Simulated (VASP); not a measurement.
## CdS: single point with HSE06

CdS:

```xyz
2
Lattice="0.0000 2.9686 2.9686 2.9686 0.0000 2.9686 2.9686 2.9686 0.0000" Properties=species:S:1:pos:R:3 pbc="T T T"
Cd    0.0000    0.0000    0.0000
S     1.4843    1.4843    1.4843
```

This cell differs from its parent crystal: strain +1.0%.

- Program: VASP 6.6.1
- Task: single point
- Functional: HSE06
- Potentials or basis: VASP PAW PBE potentials, release 64 (Cd, S)
- Cutoff: 520 eV
- k mesh: 6 × 6 × 6
- Occupations: gaussian, width 0.01 eV
- Spin: no spin polarisation
- Dipole correction: no
- Grid for exact exchange (PRECFOCK): Normal
- Further INCAR settings: ALGO = Normal; EDIFF = 1e-06; NBANDS = 16
- Screening parameter: 0.2079 1/Å

The pressure is -1.2 GPa and the band gap on the k mesh is 2.03 eV, direct.

Levels at points of the mesh, in eV from the valence-band top:
| k point | band 7 | band 8 | band 9 | band 10 | band 11 | band 12 |
| --- | --- | --- | --- | --- | --- | --- |
| (0.00, 0.00, 0.00) | 0.00 | 0.00 | 0.00 | 2.03 | 7.70 | 7.70 |
| (0.50, 0.00, 0.00) | -4.36 | -0.73 | -0.73 | 4.01 | 8.13 | 8.13 |
| (0.50, 0.50, 0.00) | -3.97 | -1.82 | -1.82 | 4.52 | 5.39 | 10.29 |

Wall time 18 min on 1 thread of Intel(R) Xeon(R) 6975P-C (Granite Rapids) (shared host), peak memory 0.3 GiB.

Caveat: the cell differs from its parent crystal (strain +1.0%); the PAW data sets were made with another functional, which shifts forces and pressure a little.
